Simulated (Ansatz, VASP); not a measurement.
# One calculation of CdSe, two programs

Contents of INCAR:

```
  PREC = Accurate
  ENCUT = 520
  EDIFF = 1E-7
  ISMEAR = -1
  SIGMA = 0.02
  LREAL = F
  LASPH = T
  NELM = 100
  ALGO = Normal
  ISIF = 2
  LWAVE = F
  LCHARG = F
  GGA = PE
  NBANDS = 26
```

KPOINTS

```
Automatic mesh
0
Gamma
  12 12 4
```

The input POSCAR:

```
CdSe
1.0
    4.3407236620      0.0000000000      0.0000000000
   -2.1703618310      3.7591769621      0.0000000000
    0.0000000000      0.0000000000      7.0766459854
Cd Se
2 2
Direct
    0.3333333333      0.6666666667     -0.0004760036
    0.6666666667      0.3333333333      0.4995239964
    0.3333333333      0.6666666667      0.3754760036
    0.6666666667      0.3333333333      0.8754760036
```

Input for Ansatz:

```yaml
crystal:
  lattice:
    - [4.340723662, 0.0, 0.0]
    - [-2.170361831, 3.7591769621, 0.0]
    - [0.0, 0.0, 7.0766459854]
  atoms:
    - { symbol: Cd, position: [0.3333333333, 0.6666666667, -0.0004760036] }
    - { symbol: Cd, position: [0.6666666667, 0.3333333333, 0.4995239964] }
    - { symbol: Se, position: [0.3333333333, 0.6666666667, 0.3754760036] }
    - { symbol: Se, position: [0.6666666667, 0.3333333333, 0.8754760036] }
kpoints:
  mp_grid: { grid: [12, 12, 4] }
  band_path:
    path:
      - [0.0, 0.0, 0.0]
      - [0.5, 0.0, 0.0]
      - [0.3333333333, 0.3333333333, 0.0]
      - [0.0, 0.0, 0.5]
      - [0.5, 0.0, 0.5]
      - [0.3333333333, 0.3333333333, 0.5]
    npoints: 1
hamiltonian:
  xc: pbe
scf:
  occupations: { method: fermi_dirac, width: 0.02 }
  n_extra_bands: 5
output:
  forces: true
  stress: true
  eigenvalues: true
```

Alike in both runs: task single point; functional PBE; k mesh 12 × 12 × 4; occupations fermi-dirac, width 0.02 eV; no spin polarisation.

```csv
,VASP,Ansatz
version,VASP 6.6.1,Ansatz 0.2.0
potentials or method,"VASP PAW PBE potentials, release 64 (Cd, Se)","plane waves, PAW"
plane-wave cutoff (eV),520,420
valence electrons in the cell,36,72
```

|  | VASP | Ansatz | Ansatz less VASP |
| --- | --- | --- | --- |
| pressure (GPa) | 1.7 | 1.4 | -0.28 |

VASP's potentials hold 36 valence electrons a cell and Ansatz's 72, so a difference there can come from the potentials and not from the codes.
